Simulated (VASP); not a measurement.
# BaTiO3 (P4mm) in VASP: relaxation of cell and atoms with r2SCAN+rVV10

Aim: the relaxation of cell and atoms of BaTiO3 with r2SCAN+rVV10.

Everything below comes from runs of VASP 6.6.1. Logs are shortened: lines on timing, memory, paths and dates and some standing lists are left out, and cuts for length are marked.

### 1 The cell of the first run

It takes space group P4mm (No. 99, tetragonal). The conventional cell has a = 4.000 Å, b = 4.000 Å, c = 4.018 Å, α = 90.00°, β = 90.00°, γ = 90.00°. Within 3.7 Å of Ba (site symmetry 4mm) lie 12 O at 2.79 to 2.88 Å and 8 Ti at 3.45 to 3.49 Å. Within 2.5 Å of Ti (site symmetry 4mm) lie 6 O at 1.89 to 2.13 Å. O (site symmetry 4mm) has 2 Ti at 1.89 to 2.13 Å within 2.5 Å. O (site symmetry 2mm) has 2 Ti at 2.00 Å and 4 Ba at 2.79 to 2.88 Å and 8 O at 2.83 to 2.84 Å within 2.9 Å.

### 2 Relaxation of cell and atoms, r2SCAN+rVV10

Contents of POSCAR:

```
BaTiO3
1.0
    3.9998000000      0.0000000000      0.0000000000
    0.0000000000      3.9998000000      0.0000000000
    0.0000000000      0.0000000000      4.0180000000
Ba Ti O
1 1 3
Direct
    0.0000000000      0.0000000000      0.0000000000
    0.5000000000      0.5000000000      0.4900000000
    0.5000000000      0.5000000000      0.0190000000
    0.5000000000      0.0000000000      0.5170000000
    0.0000000000      0.5000000000      0.5170000000
```

Contents of INCAR.step1:

```
SYSTEM = BaTiO3
  PREC = Accurate
  ENCUT = 600
  ISMEAR = 0
  SIGMA = 0.01
  LREAL = .FALSE.
  LASPH = .TRUE.
  NELM = 100
  GGA = PE
  ALGO = Normal
  EDIFF = 1E-4
  LWAVE = .TRUE.
  LCHARG = .FALSE.
```

Contents of INCAR.step2:

```
SYSTEM = BaTiO3
  PREC = Accurate
  ENCUT = 600
  EDIFF = 1E-6
  ISMEAR = 0
  SIGMA = 0.01
  LREAL = .FALSE.
  LASPH = .TRUE.
  NELM = 100
  ALGO = Normal
  ISIF = 3
  LWAVE = .FALSE.
  LCHARG = .FALSE.
  METAGGA = R2SCAN
  LMIXTAU = .TRUE.
  LUSE_VDW = .TRUE.
  IVDW_NL = 2
  BPARAM = 11.95
  CPARAM = 0.0093
  IBRION = 2
  NSW = 80
  EDIFFG = -0.02
  ISTART = 1
```

Contents of KPOINTS:

```
Automatic mesh
0
G
  5 5 5
  0 0 0
```

Potentials or basis: VASP PAW PBE potentials, release 64 (Ba_sv, Ti_sv, O).

Started as:

```bash
cat potpaw_PBE.64/Ba_sv/POTCAR potpaw_PBE.64/Ti_sv/POTCAR potpaw_PBE.64/O/POTCAR > POTCAR
cp INCAR.step1 INCAR
mpirun -np 1 vasp_std > vasp.out
cp INCAR.step2 INCAR
mpirun -np 1 vasp_std > vasp.out
```

OUTCAR:

```text
SYSTEM = BaTiO3
   PREC = Accurate
   ENCUT = 600
   EDIFF = 1E-6
   ISMEAR = 0
   LREAL = .FALSE.
   LASPH = .TRUE.
   NELM = 100
   ISIF = 3
   METAGGA = R2SCAN
   IVDW_NL = 2
   BPARAM = 11.95
   IBRION = 2
   NSW = 80
   EDIFFG = -0.02
   ISTART = 1

 ion  position               nearest neighbor table
   1  0.000  0.000  0.000-   4 2.79   5 2.79   5 2.79   4 2.79   3 2.83   3 2.83   3 2.83   3 2.83
                             4 2.88   5 2.88   5 2.88   4 2.88   2 3.45   2 3.45   2 3.45   2 3.45
   2  0.500  0.500  0.490-   3 1.89   4 2.00   5 2.00   4 2.00   5 2.00   3 2.13   1 3.45   1 3.45
                             1 3.45   1 3.45   1 3.49   1 3.49   1 3.49   1 3.49
   3  0.500  0.500  0.019-   2 1.89   2 2.13   1 2.83   1 2.83   1 2.83   1 2.83
   4  0.500  0.000  0.517-   2 2.00   2 2.00   1 2.79   1 2.79   1 2.88   1 2.88
   5  0.000  0.500  0.517-   2 2.00   2 2.00   1 2.79   1 2.79   1 2.88   1 2.88

  LATTYP: Found a simple tetragonal cell.
 ALAT       =     3.9998000000
 C/A-ratio  =     1.0045502275

  Lattice vectors:

 A1 = (   3.9998000000,   0.0000000000,   0.0000000000)
 A2 = (   0.0000000000,   3.9998000000,   0.0000000000)
 A3 = (   0.0000000000,   0.0000000000,   4.0180000000)

Analysis of symmetry for initial positions (statically):
=====================================================================
 Subroutine PRICEL returns:
 Original cell was already a primitive cell.

 Routine SETGRP: Setting up the symmetry group for a
 simple tetragonal supercell.

 Subroutine GETGRP returns: Found  8 space group operations
 (whereof  8 operations were pure point group operations)
 out of a pool of 16 trial point group operations.

The static configuration has the point symmetry C_4v.

Analysis of symmetry for dynamics (positions and initial velocities):
=====================================================================
 Subroutine PRICEL returns:
 Original cell was already a primitive cell.

 Routine SETGRP: Setting up the symmetry group for a
 simple tetragonal supercell.

 Subroutine GETGRP returns: Found  8 space group operations
 (whereof  8 operations were pure point group operations)
 out of a pool of 16 trial point group operations.

The dynamic configuration has the point symmetry C_4v.

 Subroutine INISYM returns: Found  8 space group operations
 (whereof  8 operations are pure point group operations),
 and found     1 'primitive' translations

----------------------------------------------------------------------------------------

                                     Primitive cell

  volume of cell :      64.2816

  direct lattice vectors                    reciprocal lattice vectors
     3.999800000  0.000000000  0.000000000     0.250012501  0.000000000  0.000000000
     0.000000000  3.999800000  0.000000000     0.000000000  0.250012501  0.000000000
     0.000000000  0.000000000  4.018000000     0.000000000  0.000000000  0.248880040

  length of vectors
     3.999800000  3.999800000  4.018000000     0.250012501  0.250012501  0.248880040

  position of ions in fractional coordinates (direct lattice)
     0.000000000  0.000000000  0.000000000
     0.500000000  0.500000000  0.490000000
     0.500000000  0.500000000  0.019000000
     0.500000000  0.000000000  0.517000000
     0.000000000  0.500000000  0.517000000

  ion indices of the primitive-cell ions
   primitive index   ion index
                 1           1
                 2           2
                 3           3
                 4           4
                 5           5

----------------------------------------------------------------------------------------

 KPOINTS: Automatic mesh

Automatic generation of k-mesh.
 Grid dimensions read from file:
 generate k-points for:    5    5    5

 Generating k-lattice:

  Cartesian coordinates                     Fractional coordinates (reciprocal lattice)
     0.050002500  0.000000000  0.000000000     0.200000000  0.000000000  0.000000000
     0.000000000  0.050002500  0.000000000     0.000000000  0.200000000  0.000000000
     0.000000000  0.000000000  0.049776008     0.000000000  0.000000000  0.200000000

  Length of vectors
     0.050002500  0.050002500  0.049776008

  Shift w.r.t. Gamma in fractional coordinates (k-lattice)
     0.000000000  0.000000000  0.000000000

 Subroutine IBZKPT returns following result:
 ===========================================

 Found     18 irreducible k-points:

 Following reciprocal coordinates:
            Coordinates               Weight
  0.000000  0.000000  0.000000      1.000000
  0.200000  0.000000  0.000000      4.000000
  0.400000  0.000000  0.000000      4.000000
  0.200000  0.200000  0.000000      4.000000
  0.400000  0.200000  0.000000      8.000000
  0.400000  0.400000  0.000000      4.000000
[... 10 lines left out ...]
  0.400000  0.200000  0.400000     16.000000
  0.400000  0.400000  0.400000      8.000000
   k-points           NKPTS =     18   k-points in BZ     NKDIM =     18   number of bands    NBANDS=     24
   number of dos      NEDOS =    301   number of ions     NIONS =      5
   total plane-waves  NPLWV =  32768
   dimension x,y,z NGX =    32 NGY =   32 NGZ =   32
   dimension x,y,z NGXF=    64 NGYF=   64 NGZF=   64
   ions per type =               1   1   3
   NGX,Y,Z   is equivalent  to a cutoff of  13.30, 13.30, 13.24 a.u.
   NGXF,Y,Z  is equivalent  to a cutoff of  26.60, 26.60, 26.48 a.u.
 SYSTEM =  BaTiO3
   PREC   = accura    normal or accurate (medium, high low for compatibility)
   ISTART =      1    job   : 0-new  1-cont  2-samecut
   ICHARG =      0    charge: 1-file 2-atom 10-const
   ISPIN  =      1    spin polarized calculation?
   LNONCOLLINEAR =      F non collinear calculations
   LSORBIT =      F    spin-orbit coupling
   LASPH  =      T    aspherical Exc in radial PAW
   ENCUT  =  600.0 eV  44.10 Ry    6.64 a.u.   7.99  7.99  8.02*2*pi/ulx,y,z
   NELM   =    100;   NELMIN=  2; NELMDL=  0     # of ELM steps
   EDIFF  = 0.1E-05   stopping-criterion for ELM
   LREAL  =      F    real-space projection
   EDIFFG = -.2E-01   stopping-criterion for IOM
   NSW    =     80    number of steps for IOM
   IBRION =      2    ionic relax: 0-MD 1-quasi-New 2-CG
   NFREE  =      1    steps in history (QN), initial steepest desc. (CG)
   ISIF   =      3    stress and relaxation
   ISYM   =      2    0-nonsym 1-usesym 2-fastsym
   POTIM  = 0.5000    time-step for ionic-motion
   TEBEG  =    0.0;   TEEND  =   0.0 temperature during run
   PSTRESS=    0.0 pullay stress
   NELECT =      40.0000    total number of electrons
   NUPDOWN=      -1.0000    fix difference up-down
   EMIN   =  10.00;   EMAX   =-10.00  energy-range for DOS
   EFERMI =   0.00;   METHOD = LEGACY
   ISMEAR =     0;   SIGMA  =   0.01  broadening in eV -4-tet -1-fermi 0-gaus
   EFERMI_NEDOS =   21; number of points for ismear=-14 and -15
   IALGO  =     38    algorithm
   IMIX   =      4    mixing-type and parameters
     AMIX     =   0.40;   BMIX     =  1.00
     AMIX_MAG =   1.60;   BMIX_MAG =  1.00
  volume/ion in A,a.u.               =      12.86        86.76
  Fermi-wavevector in a.u.,A,eV,Ry     =   1.397653  2.641181 26.578078  1.953434
  Thomas-Fermi vector in A             =   2.520888
   LORBIT       =      0    0 simple, 1 ext, 2 COOP (PROOUT), +10 PAW based schemes
   METAGGA = R2SCAN    functional components
   LHFCALC =     F    Hartree Fock is set to
   AEXX    =    0.0000 exact exchange contribution
   IVDW_NL    =     2    kernel type
   BPARAM     =11.9500
   IVDW    =     0    specifies the selected vdW correction
   LEPSILON=     F    determine dielectric tensor
   LRPA    =     F    only Hartree local field effects (RPA)
 conjugate gradient relaxation of ions
 non-spin polarized calculation
 Gauss-broadening in eV      SIGMA  =   0.01
  energy-cutoff  :      600.00
  volume of cell :       64.28
 maximum number of plane-waves:      2169
 NGX is ok and might be reduce to    32
   NGX = 15   NGY = 15   NGZ = 17

--------------------------------------- Ionic step        1  -------------------------------------------

 number of electron      39.9999999 magnetization

 Free energy of the ion-electron system (eV)
  ---------------------------------------------------
  ext. energy  EPLUGINS =         0.00000000
  ---------------------------------------------------
  free energy    TOTEN  =       -73.34286358 eV

  energy without entropy =      -73.34286358  energy(sigma->0) =      -73.34286358

------------------------ aborting loop because EDIFF is reached ----------------------------------------

  FORCE on cell =-STRESS in cart. coord.  units (eV):
  Direction    XX          YY          ZZ          XY          YZ          ZX
  --------------------------------------------------------------------------------------
  -------------------------------------------------------------------------------------
  Total       -0.2430630     -0.2430630      0.1430574      0.0000000     -0.0000000      0.0000000
  in kB       -6.0581910     -6.0581910      3.5656151      0.0000000     -0.0000000      0.0000000
  external PRESSURE =      -2.8502557 kB  Pullay stress =       0.0000000 kB
[... 98 lines left out ...]
  FREE ENERGIE OF THE ION-ELECTRON SYSTEM (eV)
  ---------------------------------------------------
  free  energy   TOTEN  =       -73.3487359322 eV

  energy  without entropy=      -73.3487359322  energy(sigma->0) =      -73.34873593

[... ionic steps 4 to 7 ...]

--------------------------------------- Ionic step        8  -------------------------------------------

 number of electron      40.0000001 magnetization

------------------------ aborting loop because EDIFF is reached ----------------------------------------

  FORCE on cell =-STRESS in cart. coord.  units (eV):
  Direction    XX          YY          ZZ          XY          YZ          ZX
  --------------------------------------------------------------------------------------
  -------------------------------------------------------------------------------------
  Total       -0.0915567     -0.0915567     -0.1167795      0.0000000      0.0000000      0.0000000
  in kB       -2.2671178     -2.2671178     -2.8916812      0.0000000      0.0000000      0.0000000
  external PRESSURE =      -2.4753056 kB  Pullay stress =       0.0000000 kB
[... 63 lines left out ...]
  energy  without entropy=      -73.3527770222  energy(sigma->0) =      -73.35277702

--------------------------------------- Ionic step       10  -------------------------------------------

 number of electron      40.0000001 magnetization

 Free energy of the ion-electron system (eV)
  ---------------------------------------------------
  ext. energy  EPLUGINS =         0.00000000
  ---------------------------------------------------
  free energy    TOTEN  =       -73.35300706 eV

  energy without entropy =      -73.35300706  energy(sigma->0) =      -73.35300706

 E-fermi :   3.4352     XC(G=0): -11.9090

 val. band max:        3.3686768962   @ k =   0.4000   0.4000   0.2000
 cond. band min:       5.7415739625   @ k =   0.0000   0.0000   0.0000
 fundamental gap:      2.3728970663
 Fermi energy:         3.4352456875

 k-point     1 :       0.0000    0.0000    0.0000
  band No.  band energies     occupation
      1     -55.2495      2.00000
      2     -30.4837      2.00000
      3     -30.4080      2.00000
      4     -30.4080      2.00000
      5     -22.0458      2.00000
      6     -14.3897      2.00000
[... 507 lines left out ...]
  FREE ENERGIE OF THE ION-ELECTRON SYSTEM (eV)
  ---------------------------------------------------
  free  energy   TOTEN  =       -73.3530070599 eV

  energy  without entropy=      -73.3530070599  energy(sigma->0) =      -73.35300706

 reached required accuracy - stopping structural energy minimisation
```

It took 28 min on 1 thread of AMD EPYC 7R43 (Zen 3), shared host; peak memory 0.31 GiB.

What came out:

```yaml
Free_energy: -73.3530 eV
Relaxed_volume: 12.93 Å³/atom
Relaxed_cell: a = 3.983 Å, b = 3.983 Å, c = 4.076 Å, α = 90.00°, β = 90.00°, γ = 90.00°
Space_group_after_relaxing_to_0.1_Å: P4mm (No. 99)
Energy_gained_by_relaxing: 2.0 meV/atom
Ionic_steps: 10
Pressure_after_relaxing: -0.1 GPa
Largest_force_after_relaxing: 0.016 eV/Å
Band_gap_on_the_k_mesh: 2.37 eV (least direct gap 2.61 eV)
```

Forces in eV/Å, atoms in the order of the input:
```
Ba   0.000  0.000 -0.014
Ti   0.000  0.000  0.010
O    0.000  0.000  0.016
O    0.000  0.000 -0.006
O    0.000  0.000 -0.006
```

Step by step:
| step | energy change (eV) | largest force (eV/Å) | pressure (GPa) | volume (Å³) |
| --- | --- | --- | --- | --- |
| 1 | 0.0000 | 0.2893 | -0.29 | 64.28 |
| 2 | -0.0054 | 0.1034 | 0.60 | 64.07 |
| 3 | -0.0059 | 0.0566 | 0.96 | 63.99 |
| 4 | -0.0078 | 0.1146 | -0.47 | 64.61 |
| 5 | -0.0080 | 0.1012 | -0.16 | 64.47 |
| 6 | -0.0089 | 0.0625 | -0.05 | 64.49 |
| 7 | -0.0096 | 0.0732 | 0.16 | 64.53 |
| 8 | -0.0099 | 0.0455 | -0.25 | 64.70 |
| 9 | -0.0099 | 0.0436 | -0.26 | 64.71 |
| 10 | -0.0101 | 0.0157 | -0.07 | 64.67 |

Final structure:
```
Ba Ti O
1.0
     3.98301    0.00000    0.00000
     0.00000    3.98301    0.00000
     0.00000    0.00000    4.07632
Ba Ti O
1 1 3
Direct
  0.00000 0.00000 0.99978
  0.50000 0.50000 0.48252
  0.50000 0.50000 0.02876
  0.50000 0.00000 0.51597
  0.00000 0.50000 0.51597
```

Caveat: the PAW data sets were made with another functional, which shifts forces and pressure a little; spin-orbit coupling is left out, which moves the levels of the heavy elements.
